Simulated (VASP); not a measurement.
Set up this calculation in VASP 6.6.1, as the native input.

- Task: single point
- Functional: PBEsol
- Potentials or basis: VASP PAW PBE potentials, release 64 (W_sv, Sb)
- Cutoff: 520 eV
- k mesh: 10 × 10 × 6
- Occupations: gaussian, width 0.05 eV
- Spin: no spin polarisation
- Dipole correction: no
- Further INCAR settings: ALGO = Normal; EDIFF = 1e-06; NBANDS = 27

The structure of SbW lies in POSCAR:

```
SbW
1.0
    4.3426356053      0.0000000000      0.0000000000
   -2.1713178026      3.7608327536      0.0000000000
    0.0000000000      0.0000000000      5.1676022327
W Sb
2 2
Direct
    0.0000000000      0.0000000000      0.0000000000
    0.0000000000      0.0000000000      0.5000000000
    0.3333333333      0.6666666667      0.2500000000
    0.6666666667      0.3333333333      0.7500000000
```

One way to write it, as run:

INCAR

```
SYSTEM = SbW
  PREC = Accurate
  ENCUT = 520
  EDIFF = 1E-6
  ISMEAR = 0
  SIGMA = 0.05
  LREAL = .FALSE.
  LASPH = .TRUE.
  NELM = 60
  ALGO = Normal
  ISIF = 2
  LWAVE = .FALSE.
  LCHARG = .TRUE.
  GGA = PS
  LELF = .TRUE.
  LVHAR = .TRUE.
  NBANDS = 27
```

KPOINTS

```
regular mesh
0
G
  10 10 6
  0 0 0
```

Potentials or basis: VASP PAW PBE potentials, release 64 (W_sv, Sb).

Run with:

```bash
$ cat potpaw_PBE.64/W_sv/POTCAR potpaw_PBE.64/Sb/POTCAR > POTCAR
$ mpirun -np 1 vasp_std > vasp.out
```

Results of the run:

* Pressure: 0.3 GPa
* Band gap on the k mesh: zero (bands 19 and 20 overlap by 1.50 eV)

Caveat: the PAW data sets were made with another functional, which shifts forces and pressure a little; spin-orbit coupling is left out, which moves the levels of the heavy elements.

Run time: 48 s on 1 thread of Intel(R) Xeon(R) Platinum 8559C (Emerald Rapids) (shared host), peak memory 0.26 GiB.
